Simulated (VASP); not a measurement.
Here is a VASP 6.6.1 calculation.

Contents of INCAR:

```
SYSTEM = ZnO
ALGO = Normal
EDIFF = 1E-7
ENCUT = 520
GGA = RE
ISIF = 2
ISMEAR = 0
LASPH = .TRUE.
LCHARG = .TRUE.
LELF = .TRUE.
LREAL = .FALSE.
LVHAR = .TRUE.
LWAVE = .FALSE.
NBANDS = 26
NELM = 60
PREC = Accurate
SIGMA = 0.01
```

Contents of KPOINTS:

```
k-points
0
G
  6 6 4
  0 0 0
```

POSCAR

```
ZnO
1.0
    3.3744025250      0.0000000000      0.0000000000
   -1.6872012625      2.9223180260      0.0000000000
    0.0000000000      0.0000000000      5.4061226557
Zn O
2 2
Direct
    0.3333333333      0.6666666667      0.5000000000
    0.6666666667      0.3333333333      0.0000000000
    0.6666666667      0.3333333333      0.3790100000
    0.3333333333      0.6666666667      0.8790100000
```

Potentials or basis: VASP PAW PBE potentials, release 64 (Zn, O).

Run with:

```sh
$ cat potpaw_PBE.64/Zn/POTCAR potpaw_PBE.64/O/POTCAR > POTCAR
$ mpirun -np 1 vasp_std > vasp.out
```

(1) Estimate the pressure.

(2) What does it give for the band gap on the k mesh?

(3) Predict the largest force.

Results:

(1) -4.9 GPa.

(2) 0.69 eV, direct.

(3) 0.041 eV/Å.

Caveat: the PAW data sets were made with another functional, which shifts forces and pressure a little.
